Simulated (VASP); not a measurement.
# BaTiO3 (R3m) in VASP: notebook, part 2 of 3

VASP 6.6.1.

### 4 Single point, r2SCAN

File POSCAR:

```
BaTiO3
1.0
    2.7512432341      1.5884310218      2.4843800352
   -2.7512432341      1.5884310218      2.4843800352
    0.0000000000     -3.1768620436      2.4843800352
Ba Ti O
1 1 3
Direct
    0.0027851043      0.0027851043      0.0027851043
    0.5162478494      0.5162478494      0.5162478494
    0.4897536543      0.4897536543      0.9801597377
    0.4897536543      0.9801597377      0.4897536543
    0.9801597377      0.4897536543      0.4897536543
```

File INCAR.step1:

```
ALGO = Normal
EDIFF = 1E-4
ENCUT = 520
GGA = PE
ISMEAR = 0
LASPH = True
LCHARG = False
LREAL = False
LWAVE = True
NBANDS = 28
NELM = 100
PREC = Accurate
SIGMA = 0.05
```

File INCAR.step2:

```
ALGO = Normal
EDIFF = 1E-6
ENCUT = 520
ISIF = 2
ISMEAR = 0
ISTART = 1
LASPH = True
LCHARG = True
LELF = True
LMIXTAU = True
LREAL = False
LVHAR = True
LWAVE = False
METAGGA = R2SCAN
NBANDS = 28
NELM = 100
PREC = Accurate
SIGMA = 0.05
```

File KPOINTS:

```
k-points
0
Gamma
  6 6 6
```

Potentials or basis: VASP PAW PBE potentials, release 64 (Ba_sv, Ti_sv, O).

Run with:

```
$ cat potpaw_PBE.64/Ba_sv/POTCAR potpaw_PBE.64/Ti_sv/POTCAR potpaw_PBE.64/O/POTCAR > POTCAR
$ cp INCAR.step1 INCAR
$ mpirun -np 1 vasp_std > vasp.out
$ cp INCAR.step2 INCAR
$ mpirun -np 1 vasp_std > vasp.out
```

OUTCAR:

```text
EDIFF = 1E-6
   ENCUT = 520
   ISIF = 2
   ISMEAR = 0
   ISTART = 1
   LASPH = True
   LREAL = False
   METAGGA = R2SCAN
   NELM = 100
   PREC = Accurate

 ion  position               nearest neighbor table
   1  0.003  0.003  0.003-   5 2.75   4 2.75   4 2.75   5 2.75   3 2.75   3 2.75   3 2.86   4 2.86
                             5 2.86   3 3.04   4 3.04   5 3.04   2 3.38   2 3.38   2 3.38   2 3.45
   2  0.516  0.516  0.516-   3 1.86   4 1.86   5 1.86   3 2.18   4 2.18   5 2.18   1 3.38   1 3.38
                             1 3.38   1 3.45   1 3.45   1 3.45   1 3.63   1 3.83
   3  0.490  0.490  0.980-   2 1.86   2 2.18   1 2.75   1 2.75   1 2.86   1 3.04
   4  0.490  0.980  0.490-   2 1.86   2 2.18   1 2.75   1 2.75   1 2.86   1 3.04
   5  0.980  0.490  0.490-   2 1.86   2 2.18   1 2.75   1 2.75   1 2.86   1 3.04

  LATTYP: Found a trigonal (rhomboedric) cell.
 ALAT       =     4.0329389536
 COS(alpha) =     0.0692250761

  Lattice vectors:

 A1 = (   2.7512432341,   1.5884310218,   2.4843800352)
 A2 = (  -2.7512432341,   1.5884310218,   2.4843800352)
 A3 = (   0.0000000000,  -3.1768620436,   2.4843800352)

Analysis of symmetry for initial positions (statically):
=====================================================================
 Subroutine PRICEL returns:
 Original cell was already a primitive cell.

 Routine SETGRP: Setting up the symmetry group for a
 trigonal (rhombohedral) supercell.

 Subroutine GETGRP returns: Found  6 space group operations
 (whereof  6 operations were pure point group operations)
 out of a pool of 12 trial point group operations.

The static configuration has the point symmetry C_3v.

Analysis of symmetry for dynamics (positions and initial velocities):
=====================================================================
 Subroutine PRICEL returns:
 Original cell was already a primitive cell.

 Routine SETGRP: Setting up the symmetry group for a
 trigonal (rhombohedral) supercell.

 Subroutine GETGRP returns: Found  6 space group operations
 (whereof  6 operations were pure point group operations)
 out of a pool of 12 trial point group operations.

The dynamic configuration has the point symmetry C_3v.

 Subroutine INISYM returns: Found  6 space group operations
 (whereof  6 operations are pure point group operations),
 and found     1 'primitive' translations

----------------------------------------------------------------------------------------

                                     Primitive cell

  volume of cell :      65.1428

  direct lattice vectors                    reciprocal lattice vectors
     2.751243234  1.588431022  2.484380035     0.181736022  0.104925341  0.134171636
    -2.751243234  1.588431022  2.484380035    -0.181736022  0.104925341  0.134171636
     0.000000000 -3.176862044  2.484380035     0.000000000 -0.209850682  0.134171636

  length of vectors
     4.032938954  4.032938954  4.032938954     0.249076969  0.249076969  0.249076969

  position of ions in fractional coordinates (direct lattice)
     0.002785104  0.002785104  0.002785104
     0.516247849  0.516247849  0.516247849
     0.489753654  0.489753654  0.980159738
     0.489753654  0.980159738  0.489753654
     0.980159738  0.489753654  0.489753654

  ion indices of the primitive-cell ions
[... 26 lines left out ...]
     0.000000000  0.000000000  0.000000000

 Subroutine IBZKPT returns following result:
 ===========================================

 Found     32 irreducible k-points:

 Following reciprocal coordinates:
            Coordinates               Weight
  0.000000  0.000000  0.000000      1.000000
  0.166667  0.000000  0.000000      6.000000
  0.333333 -0.000000  0.000000      6.000000
  0.500000 -0.000000  0.000000      3.000000
  0.166667  0.166667  0.000000      6.000000
  0.333333  0.166667  0.000000     12.000000
[... 16 lines left out ...]
  0.500000  0.500000  0.166667      6.000000
 -0.333333  0.500000  0.166667     12.000000
 [... further k-points ...]
   k-points           NKPTS =     32   k-points in BZ     NKDIM =     32   number of bands    NBANDS=     28
   number of dos      NEDOS =    301   number of ions     NIONS =      5
   total plane-waves  NPLWV =  27000
   dimension x,y,z NGX =    30 NGY =   30 NGZ =   30
   dimension x,y,z NGXF=    60 NGYF=   60 NGZF=   60
   ions per type =               1   1   3
   NGX,Y,Z   is equivalent  to a cutoff of  12.37, 12.37, 12.37 a.u.
   NGXF,Y,Z  is equivalent  to a cutoff of  24.73, 24.73, 24.73 a.u.
 SYSTEM =  unknown system
   PREC   = accura    normal or accurate (medium, high low for compatibility)
   ISTART =      1    job   : 0-new  1-cont  2-samecut
   ICHARG =      0    charge: 1-file 2-atom 10-const
   ISPIN  =      1    spin polarized calculation?
   LNONCOLLINEAR =      F non collinear calculations
   LSORBIT =      F    spin-orbit coupling
   LASPH  =      T    aspherical Exc in radial PAW
   ENCUT  =  520.0 eV  38.22 Ry    6.18 a.u.   7.50  7.50  7.50*2*pi/ulx,y,z
   NELM   =    100;   NELMIN=  2; NELMDL=  0     # of ELM steps
   EDIFF  = 0.1E-05   stopping-criterion for ELM
   LREAL  =      F    real-space projection
   EDIFFG = 0.1E-04   stopping-criterion for IOM
   NSW    =      0    number of steps for IOM
   IBRION =     -1    ionic relax: 0-MD 1-quasi-New 2-CG
   NFREE  =      0    steps in history (QN), initial steepest desc. (CG)
   ISIF   =      2    stress and relaxation
   ISYM   =      2    0-nonsym 1-usesym 2-fastsym
   POTIM  = 0.5000    time-step for ionic-motion
   TEBEG  =    0.0;   TEEND  =   0.0 temperature during run
   PSTRESS=    0.0 pullay stress
   NELECT =      40.0000    total number of electrons
   NUPDOWN=      -1.0000    fix difference up-down
   EMIN   =  10.00;   EMAX   =-10.00  energy-range for DOS
   EFERMI =   0.00;   METHOD = LEGACY
   ISMEAR =     0;   SIGMA  =   0.05  broadening in eV -4-tet -1-fermi 0-gaus
   EFERMI_NEDOS =   21; number of points for ismear=-14 and -15
   IALGO  =     38    algorithm
   IMIX   =      4    mixing-type and parameters
     AMIX     =   0.40;   BMIX     =  1.00
     AMIX_MAG =   1.60;   BMIX_MAG =  1.00
  volume/ion in A,a.u.               =      13.03        87.92
  Fermi-wavevector in a.u.,A,eV,Ry     =   1.391466  2.629490 26.343298  1.936178
  Thomas-Fermi vector in A             =   2.515302
   LORBIT       =      0    0 simple, 1 ext, 2 COOP (PROOUT), +10 PAW based schemes
   METAGGA = R2SCAN    functional components
   LHFCALC =     F    Hartree Fock is set to
   AEXX    =    0.0000 exact exchange contribution
   IVDW    =     0    specifies the selected vdW correction
   LEPSILON=     F    determine dielectric tensor
   LRPA    =     F    only Hartree local field effects (RPA)
 non-spin polarized calculation
 Gauss-broadening in eV      SIGMA  =   0.05
  energy-cutoff  :      520.00
  volume of cell :       65.14
 maximum number of plane-waves:      1770
 NGX is ok and might be reduce to    30
   NGX = 15   NGY = 15   NGZ = 15

 number of electron      40.0000008 magnetization

 Free energy of the ion-electron system (eV)
  ---------------------------------------------------
  ext. energy  EPLUGINS =         0.00000000
  ---------------------------------------------------
  free energy    TOTEN  =       -73.97021218 eV

  energy without entropy =      -73.97021218  energy(sigma->0) =      -73.97021218

 E-fermi :   3.7554     XC(G=0): -11.7983

 val. band max:        3.3960394521   @ k =   0.5000   0.5000   0.5000
 cond. band min:       6.0998727300   @ k =   0.0000   0.0000   0.0000
 fundamental gap:      2.7038332779
 Fermi energy:         3.7553853179

 k-point     1 :       0.0000    0.0000    0.0000
  band No.  band energies     occupation
      1     -55.1446      2.00000
      2     -30.3782      2.00000
      3     -30.3782      2.00000
      4     -30.3096      2.00000
      5     -22.1520      2.00000
      6     -14.3934      2.00000
[... 733 lines left out ...]
     27      12.1416      0.00000
     28      12.5048      0.00000

 [... further k-points ...]
[... 5 lines left out ...]
  --------------------------------------------------------------------------------------
  -------------------------------------------------------------------------------------
  Total        4.4808189      4.4808189     -4.7700617     -0.0000000      0.0000000     -0.0000000
  in kB      110.2050123    110.2050123   -117.3188916     -0.0000000      0.0000000     -0.0000000
  external PRESSURE =      34.3637110 kB  Pullay stress =       0.0000000 kB

 VOLUME and BASIS-vectors are now :
 -----------------------------------------------------------------------------
  energy-cutoff  :      520.00
  volume of cell :       65.14
      direct lattice vectors                 reciprocal lattice vectors
     2.751243234  1.588431022  2.484380035     0.181736022  0.104925341  0.134171636
    -2.751243234  1.588431022  2.484380035    -0.181736022  0.104925341  0.134171636
     0.000000000 -3.176862044  2.484380035     0.000000000 -0.209850682  0.134171636

 POSITION                                       TOTAL-FORCE (eV/Angst)
 -----------------------------------------------------------------------------------
      0.00000      0.00000      0.02076         0.000000      0.000000      0.090487
      0.00000      0.00000      3.84767         0.000000      0.000000      0.206067
      0.00000     -1.55795      4.86856         0.000000     -0.271548     -0.098851
     -1.34923      0.77898      4.86856        -0.235167      0.135774     -0.098851
      1.34923      0.77898      4.86856         0.235167      0.135774     -0.098851
 -----------------------------------------------------------------------------------
    total drift:                               -0.000000      0.000000      0.018201

  FREE ENERGIE OF THE ION-ELECTRON SYSTEM (eV)
  ---------------------------------------------------
  free  energy   TOTEN  =       -73.9702121757 eV

  energy  without entropy=      -73.9702121757  energy(sigma->0) =      -73.97021218
```

Wall time 3.3 min (1 thread of Intel Xeon Platinum 8488C (Sapphire Rapids), shared host); peak memory 0.2 GiB.

Results:

```yaml
Free_energy: -73.9702 eV
Pressure: 3.4 GPa
Largest_force: 0.289 eV/Å
Band_gap_on_the_k_mesh: 2.70 eV, indirect (least direct gap 3.00 eV)
```

Forces in eV/Å, atoms in the order of the input:
```
Ba   0.000  0.000  0.090
Ti   0.000  0.000  0.206
O    0.000 -0.272 -0.099
O   -0.235  0.136 -0.099
O    0.235  0.136 -0.099
```

Caveat: the PAW data sets were made with another functional, which shifts forces and pressure a little; spin-orbit coupling is left out, which moves the levels of the heavy elements. A k mesh can miss the band edges.

(Part 2 of 3 ends here.)
